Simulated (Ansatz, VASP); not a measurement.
Be3CdO4 in VASP and in Ansatz

```xyz
8
Lattice="2.8592 0.0000 0.0002 0.0000 2.8591 -0.0003 0.0009 -0.0012 8.6866" Properties=species:S:1:pos:R:3 pbc="T T T"
Be    1.4300    1.4293    6.1584
Be    0.0006   -0.0004    4.3433
Be    1.4302    1.4289    2.5281
Cd   -0.0008   -0.0012    0.0000
O     2.8597    1.4292    5.2476
O     1.4300   -0.0002    7.0396
O     1.4302   -0.0005    3.4392
O     2.8599    1.4288    1.6472
```

Change from the starting cell: cell x1, atoms moved at random (sigma 0.15 Å) and cell strained at random (1.5 %), then relaxed without symmetry.

Alike in both runs: functional PBE; k mesh 4 × 4 × 2; occupations gaussian, width 0.1 eV; no spin polarisation.

Ansatz relaxed the structure, and its values are those at the end. VASP's run is a single point on that final structure, the one shown.

|  | VASP | Ansatz |
| --- | --- | --- |
| version | VASP 6.6.1 | Ansatz 0.2.0 |
| potentials or method | VASP PAW PBE potentials, release 64 (Be, Cd, O), cutoff 600 eV | scalar-relativistic, plane waves, PAW |
| valence electrons in the cell | 42 | 50 |

|  | VASP | Ansatz | Ansatz less VASP |
| --- | --- | --- | --- |
| gap on the k mesh at the Fermi level (eV) | 1.81 | 1.80 | -0.010 |
| least direct gap on the mesh (eV) | 1.81 | 1.80 | -0.010 |
| pressure (GPa) | 0.7 | 0.0 | -0.70 |
| rms of the force components (eV/Å) | 0.038 | 0.000 | -0.0379 |

VASP's potentials hold 42 valence electrons a cell and Ansatz's 50, so a difference there can come from the potentials and not from the codes.

The k mesh is coarse, so the values compare programs but aren't converged.
